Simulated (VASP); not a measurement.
Wanted: the native input for a VASP 6.6.1 run.

```yaml
Task: single point
Functional: LDA
Potentials_or_basis: VASP PAW LDA potentials, release 64 (Zn)
Cutoff: 520 eV
k_mesh: 14 × 14 × 7
Occupations: methfessel-paxton, width 0.3 eV
Spin: no spin polarisation
Dipole_correction: no
Further_INCAR_settings: ALGO = Normal; EDIFF = 1e-06; NBANDS = 19
```

The structure of Zn lies in POSCAR:

```
Zn
1.0
    2.5709734941      0.0000000000      0.0000000000
   -1.2854867470      2.2265283583      0.0000000000
    0.0000000000      0.0000000000      4.7361908757
Zn
2
Direct
    0.3333333333      0.6666666667      0.2500000000
    0.6666666667      0.3333333333      0.7500000000
```

These files were run (other wordings do the same):

INCAR

```
PREC = Accurate
ENCUT = 520
EDIFF = 1E-6
ISMEAR = 1
SIGMA = 0.3
LREAL = F
LASPH = T
NELM = 60
ALGO = Normal
ISIF = 2
LWAVE = F
LCHARG = F
GGA = CA
NBANDS = 19
```

KPOINTS

```
Automatic mesh
0
Gamma
  14 14 7
```

Potentials or basis: VASP PAW LDA potentials, release 64 (Zn).

Launch:

```sh
$ cat potpaw_LDA.64/Zn/POTCAR > POTCAR
$ mpirun -np 1 vasp_std > vasp.out
```

It gave:

```json
{"Pressure": "0.7 GPa", "Band gap on the k mesh": "zero (band 12 reaches 5.21 eV, above the bottom of band 13 at 0.86 eV)"}
```

Wall time 24 s on 1 thread of AMD EPYC 7R13 Processor (Zen 3), with other jobs on the host, peak memory 0.12 GiB.
